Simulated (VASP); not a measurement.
Here is a VASP 6.6.1 calculation.

INCAR

```
ALGO     = Normal         # electronic algorithm
EDIFF    = 1E-7           # SCF threshold, eV
ENCUT    = 520            # plane-wave cutoff, eV
ISIF     = 2              # what is computed and relaxed
ISMEAR   = 0              # smearing method
LASPH    = True           # aspherical terms in the spheres
LCHARG   = False          # write CHGCAR
LREAL    = Auto         
LWAVE    = False          # write WAVECAR
NBANDS   = 94             # bands
NELM     = 60             # most SCF steps
PREC     = Accurate       # precision mode
SIGMA    = 0.01           # smearing width, eV
```

File KPOINTS:

```
k-points
0
Gamma
  4 4 1
```

File POSCAR:

```
ReS2
1.0
    6.2972549174     -0.0070654847      0.0000000000
    3.0861432415      5.6045564456      0.0000000000
    0.0000000000      0.0000000000     23.0000000000
Re S
8 16
Direct
    0.0931258085      0.2620673088      0.3667303895
    0.2158450355      0.6363734836      0.3713807741
    0.6664648177      0.2350117718      0.3684430677
    0.6425034337      0.6637375130      0.3696195954
    0.9842559785      0.9954208944      0.6286193020
    1.1069752329      1.3697271677      0.6332695802
    1.5575975713      0.9680570451      0.6303803826
    1.5336361772      1.3967828233      0.6315568890
    0.8383393928      0.8533405160      0.3180476986
    0.2994266546      0.8847708162      0.3108254398
    0.0093764567      1.0135442823      0.4271483704
   -0.0297977459      0.5547932749      0.4368316879
    0.4707098172      1.0454922505      0.4198707105
    0.7992521269      0.3910940999      0.2936720979
    0.5093786907      0.5084636040      0.4445135562
    0.3387286229      0.3438765739      0.3013832290
    1.7293911916      1.5863022111      0.5801292136
    1.1907245034      1.6182502574      0.5728516284
    0.9006740453      1.7470235197      0.6891746140
    0.8613723867      1.2879182703      0.6986167602
    1.3617615381      1.7784539619      0.6819522561
    1.6907223514      1.1233308710      0.5554865091
    1.4008488112      1.2407004221      0.7063279217
    1.2298984829      1.0770012921      0.5631683258
```

Potentials or basis: VASP PAW LDA potentials, release 64 (Re, S).

Command:

```sh
$ cat potpaw_LDA.64/Re/POTCAR potpaw_LDA.64/S/POTCAR > POTCAR
$ mpirun -np 1 vasp_std > vasp.out
```

Question: Estimate the band gap on the k mesh.

Answer: 1.36 eV.

Question: What does it give for the largest force?

Answer: 0.166 eV/Å.

Forces on the atoms (eV/Å):
```
Re   0.023 -0.022 -0.016
Re  -0.021  0.024  0.016
Re  -0.014 -0.042 -0.010
Re   0.014  0.048  0.009
Re   0.021 -0.024 -0.016
Re  -0.023  0.022  0.016
Re  -0.014 -0.048 -0.009
Re   0.014  0.042  0.010
S    0.006  0.009 -0.069
S   -0.005  0.045 -0.091
S    0.005 -0.046  0.091
S    0.001  0.035  0.128
S   -0.006 -0.009  0.069
S    0.002  0.000 -0.166
S   -0.001 -0.002  0.166
S   -0.002 -0.034 -0.129
S    0.006  0.009 -0.069
S   -0.005  0.046 -0.091
S    0.005 -0.045  0.091
S    0.002  0.034  0.129
S   -0.006 -0.009  0.069
S    0.001  0.002 -0.166
S   -0.002  0.000  0.166
S   -0.001 -0.035 -0.128
```

Caveat: spin-orbit coupling is left out, which moves the levels of the heavy elements.
